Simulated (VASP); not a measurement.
# Cs3Re (Pm-3m) in VASP: notebook

The runs below take Cs3Re through single point, relaxation of cell and atoms, with PBE.

Everything below comes from runs of VASP 6.6.1. Logs are shortened: lines on timing, memory, paths and dates and some standing lists are left out, and cuts for length are marked.

### Step 1. The cell of the first run

It takes space group Pm-3m (No. 221, cubic). Conventional cell: a = 5.566 Å, b = 5.566 Å, c = 5.566 Å, α = 90.00°, β = 90.00°, γ = 90.00°. Within 5.2 Å of Cs (site symmetry 4/mmm) lie 8 Cs at 3.94 Å and 4 Re at 3.94 Å. Re (site symmetry m-3m) has 12 Cs at 3.94 Å within 5.2 Å.

### Step 2. Single point, PBE

File INCAR:

```
SYSTEM = Cs3Re
PREC     = Accurate       ! precision mode
ENCUT    = 520            ! plane-wave cutoff, eV
EDIFF    = 1E-6           ! SCF threshold, eV
ISMEAR   = 0              ! smearing method
SIGMA    = 0.1            ! smearing width, eV
LREAL    = .FALSE.        ! projectors in reciprocal space
LASPH    = .TRUE.         ! aspherical terms in the spheres
NELM     = 60             ! most SCF steps
ALGO     = Fast           ! electronic algorithm
ISIF     = 2              ! what is computed and relaxed
LWAVE    = .FALSE.        ! write WAVECAR
LCHARG   = .TRUE.         ! write CHGCAR
GGA      = PE             ! functional
LELF     = .TRUE.         ! ELF
LVHAR    = .TRUE.       
NBANDS   = 25             ! bands
```

File KPOINTS:

```
Automatic mesh
0
G
  8 8 8
  0 0 0
```

File POSCAR:

```
Cs3Re
1.0
    5.5664483599      0.0000000000      0.0000000000
    0.0000000000      5.5664483599      0.0000000000
    0.0000000000      0.0000000000      5.5664483599
Cs Re
3 1
Direct
    0.0000000000      0.5000000000      0.5000000000
    0.5000000000      0.0000000000      0.5000000000
    0.5000000000      0.5000000000      0.0000000000
    0.0000000000      0.0000000000      0.0000000000
```

Potentials or basis: VASP PAW PBE potentials, release 64 (Cs_sv, Re).

The run is started by

```sh
$ cat potpaw_PBE.64/Cs_sv/POTCAR potpaw_PBE.64/Re/POTCAR > POTCAR
$ mpirun -np 1 vasp_std > vasp.out
```

OUTCAR:

```text
SYSTEM = Cs3Re
   PREC = Accurate
   ENCUT = 520
   EDIFF = 1E-6
   ISMEAR = 0
   LREAL = .FALSE.
   LASPH = .TRUE.
   NELM = 60
   ISIF = 2
   GGA = PE

 ion  position               nearest neighbor table
   1  0.000  0.500  0.500-
   2  0.500  0.000  0.500-
   3  0.500  0.500  0.000-
   4  0.000  0.000  0.000-

  LATTYP: Found a simple cubic cell.
 ALAT       =     5.5664483599

  Lattice vectors:

 A1 = (   5.5664483599,   0.0000000000,   0.0000000000)
 A2 = (   0.0000000000,   5.5664483599,   0.0000000000)
 A3 = (   0.0000000000,   0.0000000000,   5.5664483599)

Analysis of symmetry for initial positions (statically):
=====================================================================
 Subroutine PRICEL returns:
 Original cell was already a primitive cell.

 Routine SETGRP: Setting up the symmetry group for a
 simple cubic supercell.

 Subroutine GETGRP returns: Found 48 space group operations
 (whereof 48 operations were pure point group operations)
 out of a pool of 48 trial point group operations.

The static configuration has the point symmetry O_h .

Analysis of symmetry for dynamics (positions and initial velocities):
=====================================================================
 Subroutine PRICEL returns:
 Original cell was already a primitive cell.

 Routine SETGRP: Setting up the symmetry group for a
 simple cubic supercell.

 Subroutine GETGRP returns: Found 48 space group operations
 (whereof 48 operations were pure point group operations)
 out of a pool of 48 trial point group operations.

The dynamic configuration has the point symmetry O_h .

 Subroutine INISYM returns: Found 48 space group operations
 (whereof 48 operations are pure point group operations),
 and found     1 'primitive' translations

----------------------------------------------------------------------------------------

                                     Primitive cell

  volume of cell :     172.4783

  direct lattice vectors                    reciprocal lattice vectors
     5.566448360  0.000000000  0.000000000     0.179647764  0.000000000  0.000000000
     0.000000000  5.566448360  0.000000000     0.000000000  0.179647764  0.000000000
     0.000000000  0.000000000  5.566448360     0.000000000  0.000000000  0.179647764

  length of vectors
     5.566448360  5.566448360  5.566448360     0.179647764  0.179647764  0.179647764

  position of ions in fractional coordinates (direct lattice)
     0.000000000  0.500000000  0.500000000
     0.500000000  0.000000000  0.500000000
     0.500000000  0.500000000  0.000000000
     0.000000000  0.000000000  0.000000000

  ion indices of the primitive-cell ions
   primitive index   ion index
                 1           1
                 2           2
                 3           3
                 4           4

----------------------------------------------------------------------------------------

 KPOINTS: Automatic mesh

Automatic generation of k-mesh.
 Grid dimensions read from file:
 generate k-points for:    8    8    8

 Generating k-lattice:

  Cartesian coordinates                     Fractional coordinates (reciprocal lattice)
     0.022455970  0.000000000  0.000000000     0.125000000  0.000000000  0.000000000
     0.000000000  0.022455970  0.000000000     0.000000000  0.125000000  0.000000000
     0.000000000  0.000000000  0.022455970     0.000000000  0.000000000  0.125000000

  Length of vectors
     0.022455970  0.022455970  0.022455970

  Shift w.r.t. Gamma in fractional coordinates (k-lattice)
     0.000000000  0.000000000  0.000000000

 Subroutine IBZKPT returns following result:
 ===========================================

 Found     35 irreducible k-points:

 Following reciprocal coordinates:
            Coordinates               Weight
  0.000000  0.000000  0.000000      1.000000
  0.125000  0.000000  0.000000      6.000000
  0.250000  0.000000  0.000000      6.000000
  0.375000  0.000000  0.000000      6.000000
  0.500000  0.000000  0.000000      3.000000
  0.125000  0.125000  0.000000     12.000000
[... 16 lines left out ...]
  0.375000  0.375000  0.125000     24.000000
  0.500000  0.375000  0.125000     24.000000
 [... further k-points ...]
   k-points           NKPTS =     35   k-points in BZ     NKDIM =     35   number of bands    NBANDS=     25
   number of dos      NEDOS =    301   number of ions     NIONS =      4
   total plane-waves  NPLWV =  74088
   dimension x,y,z NGX =    42 NGY =   42 NGZ =   42
   dimension x,y,z NGXF=    84 NGYF=   84 NGZF=   84
   ions per type =               3   1
   NGX,Y,Z   is equivalent  to a cutoff of  12.54, 12.54, 12.54 a.u.
   NGXF,Y,Z  is equivalent  to a cutoff of  25.09, 25.09, 25.09 a.u.
 SYSTEM =  Cs3Re
   PREC   = accura    normal or accurate (medium, high low for compatibility)
   ISTART =      0    job   : 0-new  1-cont  2-samecut
   ICHARG =      2    charge: 1-file 2-atom 10-const
   ISPIN  =      1    spin polarized calculation?
   LNONCOLLINEAR =      F non collinear calculations
   LSORBIT =      F    spin-orbit coupling
   LASPH  =      T    aspherical Exc in radial PAW
   ENCUT  =  520.0 eV  38.22 Ry    6.18 a.u.  10.35 10.35 10.35*2*pi/ulx,y,z
   NELM   =     60;   NELMIN=  2; NELMDL= -5     # of ELM steps
   EDIFF  = 0.1E-05   stopping-criterion for ELM
   LREAL  =      F    real-space projection
   EDIFFG = 0.1E-04   stopping-criterion for IOM
   NSW    =      0    number of steps for IOM
   IBRION =     -1    ionic relax: 0-MD 1-quasi-New 2-CG
   NFREE  =      0    steps in history (QN), initial steepest desc. (CG)
   ISIF   =      2    stress and relaxation
   ISYM   =      2    0-nonsym 1-usesym 2-fastsym
   POTIM  = 0.5000    time-step for ionic-motion
   TEBEG  =    0.0;   TEEND  =   0.0 temperature during run
   PSTRESS=    0.0 pullay stress
   NELECT =      34.0000    total number of electrons
   NUPDOWN=      -1.0000    fix difference up-down
   EMIN   =  10.00;   EMAX   =-10.00  energy-range for DOS
   EFERMI =   0.00;   METHOD = LEGACY
   ISMEAR =     0;   SIGMA  =   0.10  broadening in eV -4-tet -1-fermi 0-gaus
   EFERMI_NEDOS =   21; number of points for ismear=-14 and -15
   IALGO  =     68    algorithm
   IMIX   =      4    mixing-type and parameters
     AMIX     =   0.40;   BMIX     =  1.00
     AMIX_MAG =   1.60;   BMIX_MAG =  1.00
  volume/ion in A,a.u.               =      43.12       290.99
  Fermi-wavevector in a.u.,A,eV,Ry     =   0.952773  1.800481 12.351058  0.907777
  Thomas-Fermi vector in A             =   2.081367
   LORBIT       =      0    0 simple, 1 ext, 2 COOP (PROOUT), +10 PAW based schemes
   GGA     = PE    functional components
   LHFCALC =     F    Hartree Fock is set to
   AEXX    =    0.0000 exact exchange contribution
   IVDW    =     0    specifies the selected vdW correction
   LEPSILON=     F    determine dielectric tensor
   LRPA    =     F    only Hartree local field effects (RPA)
 non-spin polarized calculation
 RMM-DIIS sequential band-by-band and
 Gauss-broadening in eV      SIGMA  =   0.10
  energy-cutoff  :      520.00
  volume of cell :      172.48
 maximum number of plane-waves:      4697
 NGX is ok and might be reduce to    42
   NGX = 21   NGY = 21   NGZ = 21

 number of electron      33.9999992 magnetization

 Free energy of the ion-electron system (eV)
  ---------------------------------------------------
  ext. energy  EPLUGINS =         0.00000000
  ---------------------------------------------------
  free energy    TOTEN  =        -7.60029894 eV

  energy without entropy =       -7.51287287  energy(sigma->0) =       -7.55658591

 E-fermi :   2.8858     XC(G=0):  -8.5004

 val. band max:        2.8846162613   @ k =   0.3750   0.3750   0.0000
 cond. band min:       2.8870279134   @ k =   0.3750   0.2500   0.0000
 fundamental gap:      0.0024116521
 Fermi energy:         2.8858369326

 k-point     1 :       0.0000    0.0000    0.0000
  band No.  band energies     occupation
      1     -20.4316      2.00000
      2     -20.0866      2.00000
      3     -20.0866      2.00000
      4      -7.8961      2.00000
      5      -7.8961      2.00000
      6      -7.8961      2.00000
[... 17 lines left out ...]
     24       5.7578      0.00000
     25       6.5001      0.00000

 k-point     2 :       0.1250    0.0000    0.0000
  band No.  band energies     occupation
      1     -20.4203      2.00000
      2     -20.0985      2.00000
      3     -20.0863      2.00000
      4      -7.8707      2.00000
      5      -7.8707      2.00000
      6      -7.8600      2.00000
[... 17 lines left out ...]
     24       5.8104      0.00000
     25       6.3787      0.00000

 k-point     3 :       0.2500    0.0000    0.0000
  band No.  band energies     occupation
      1     -20.3888      2.00000
      2     -20.1316      2.00000
      3     -20.0857      2.00000
      4      -7.8023      2.00000
      5      -7.8023      2.00000
      6      -7.7525      2.00000
[... 17 lines left out ...]
     24       6.0146      0.00000
     25       6.3484      0.00000

 k-point     4 :       0.3750    0.0000    0.0000
  band No.  band energies     occupation
      1     -20.3457      2.00000
      2     -20.1763      2.00000
      3     -20.0850      2.00000
      4      -7.7188      2.00000
      5      -7.7188      2.00000
      6      -7.5786      2.00000
[... 17 lines left out ...]
     24       6.4021      0.00000
     25       6.5183      0.00000
[... 477 lines left out ...]
 k-point    22 :       0.5000    0.2500    0.1250
  band No.  band energies     occupation
      1     -20.2780      2.00000
      2     -20.2020      2.00000
      3     -20.1251      2.00000
      4      -8.0289      2.00000
      5      -7.5278      2.00000
      6      -7.4087      2.00000
[... 17 lines left out ...]
     24       5.6167      0.00000
     25       6.3069      0.00000

 k-point    23 :       0.3750    0.3750    0.1250
  band No.  band energies     occupation
      1     -20.2689      2.00000
      2     -20.1843      2.00000
      3     -20.1511      2.00000
      4      -8.1016      2.00000
      5      -7.5985      2.00000
      6      -7.3682      2.00000
[... 17 lines left out ...]
     24       5.4236      0.00000
     25       5.7301      0.00000

 k-point    24 :       0.5000    0.3750    0.1250
  band No.  band energies     occupation
      1     -20.2428      2.00000
      2     -20.2010      2.00000
      3     -20.1600      2.00000
      4      -8.1216      2.00000
      5      -7.6493      2.00000
      6      -7.3181      2.00000
[... 17 lines left out ...]
     24       5.3915      0.00000
     25       6.4086      0.00000

 [... further k-points ...]
[... 5 lines left out ...]
  --------------------------------------------------------------------------------------
  -------------------------------------------------------------------------------------
  Total        0.1120215      0.1120215      0.1120215      0.0000000      0.0000000     -0.0000000
  in kB        1.0405843      1.0405843      1.0405843      0.0000000      0.0000000     -0.0000000
  external PRESSURE =       1.0405843 kB  Pullay stress =       0.0000000 kB

 VOLUME and BASIS-vectors are now :
 -----------------------------------------------------------------------------
  energy-cutoff  :      520.00
  volume of cell :      172.48
      direct lattice vectors                 reciprocal lattice vectors
     5.566448360  0.000000000  0.000000000     0.179647764  0.000000000  0.000000000
     0.000000000  5.566448360  0.000000000     0.000000000  0.179647764  0.000000000
     0.000000000  0.000000000  5.566448360     0.000000000  0.000000000  0.179647764

 POSITION                                       TOTAL-FORCE (eV/Angst)
 -----------------------------------------------------------------------------------
      0.00000      2.78322      2.78322         0.000000      0.000000      0.000000
      2.78322      0.00000      2.78322         0.000000      0.000000      0.000000
      2.78322      2.78322      0.00000         0.000000      0.000000      0.000000
      0.00000      0.00000      0.00000         0.000000      0.000000      0.000000
 -----------------------------------------------------------------------------------
    total drift:                                0.000000     -0.000000      0.000000

  FREE ENERGIE OF THE ION-ELECTRON SYSTEM (eV)
  ---------------------------------------------------
  free  energy   TOTEN  =        -7.6002989416 eV

  energy  without entropy=       -7.5128728690  energy(sigma->0) =       -7.55658591
```

Run time: 84 s. Hardware: 1 thread of Intel Xeon 6975P-C (Granite Rapids), shared host; peak memory 0.34 GiB.

What came out:

```
Free energy            : -7.6003 eV
Pressure               : 0.1 GPa
Band gap on the k mesh : zero (band 17 reaches 2.99 eV, above the bottom of band 18 at 2.40 eV)
```

Caveat: spin-orbit coupling is left out, which moves the levels of the heavy elements.

### Step 3. Relaxation of cell and atoms, PBE

File INCAR:

```
SYSTEM = Cs3Re
ALGO     = Fast           ! electronic algorithm
EDIFF    = 1E-6           ! SCF threshold, eV
EDIFFG   = -0.01          ! ionic threshold
ENCUT    = 600            ! plane-wave cutoff, eV
GGA      = PE             ! functional
IBRION   = 2              ! ionic algorithm
ISIF     = 3              ! what is computed and relaxed
ISMEAR   = 0              ! smearing method
LASPH    = .True.         ! aspherical terms in the spheres
LCHARG   = .False.        ! write CHGCAR
LREAL    = .False.        ! projectors in reciprocal space
LWAVE    = .False.        ! write WAVECAR
NELM     = 80             ! most SCF steps
NSW      = 100            ! ionic steps
PREC     = Accurate       ! precision mode
SIGMA    = 0.1            ! smearing width, eV
```

File KPOINTS:

```
k-points
0
Gamma
  8 8 8
  0 0 0
```

POSCAR is that of step 2.

Potentials or basis: VASP PAW PBE potentials, release 64 (Cs_sv, Re).

The run is started by

```sh
$ cat potpaw_PBE.64/Cs_sv/POTCAR potpaw_PBE.64/Re/POTCAR > POTCAR
$ mpirun -np 1 vasp_std > vasp.out
```

It took 3.7 min on 1 thread of Intel Xeon 6975P-C (Granite Rapids), shared host; peak memory 0.44 GiB.

Results (log left out):

```yaml
Free_energy: -7.6011 eV
Relaxed_volume: 43.57 Å³/atom
Relaxed_cell: a = 5.586 Å, b = 5.586 Å, c = 5.586 Å, α = 90.00°, β = 90.00°, γ = 90.00°
Space_group_after_relaxing_to_0.05_Å: Pm-3m (No. 221)
Energy_gained_by_relaxing: 0.2 meV/atom
Ionic_steps: 3
Pressure_after_relaxing: 0.0 GPa
Band_gap_on_the_k_mesh: zero (band 17 reaches 2.94 eV, above the bottom of band 18 at 2.36 eV)
```

Step by step:
| step | energy change (eV) | largest force (eV/Å) | pressure (GPa) | volume (Å³) |
| --- | --- | --- | --- | --- |
| 1 | 0.0000 | 0.0000 | 0.11 | 172.48 |
| 2 | -0.0004 | 0.0000 | 0.07 | 173.23 |
| 3 | -0.0008 | 0.0000 | 0.02 | 174.29 |

Final structure:
```xyz
4
Lattice="5.5859 0.0000 0.0000 0.0000 5.5859 0.0000 0.0000 0.0000 5.5859" Properties=species:S:1:pos:R:3 pbc="T T T"
Cs    0.0000    2.7930    2.7930
Cs    2.7930    0.0000    2.7930
Cs    2.7930    2.7930    0.0000
Re    0.0000    0.0000    0.0000
```

Levels at points of the mesh, in eV from the Fermi level:
```tsv
k point	band 12	band 13	band 14	band 15	band 16	band 17	band 18	band 19	band 20	band 21
(0.00, 0.00, 0.00)	-9.39	-3.02	-0.96	-0.79	-0.79	-0.47	-0.47	-0.47	2.11	2.11
(0.50, 0.00, 0.00)	-9.51	-1.89	-0.28	-0.25	-0.20	0.05	0.10	0.10	0.43	1.70
(0.50, 0.50, 0.00)	-9.25	-1.68	-0.22	-0.06	0.09	0.09	0.23	0.92	0.92	1.07
(0.50, 0.50, 0.50)	-9.24	-2.47	-0.55	-0.55	-0.55	0.10	0.10	1.62	1.62	1.62
```

Caveat: spin-orbit coupling is left out, which moves the levels of the heavy elements.
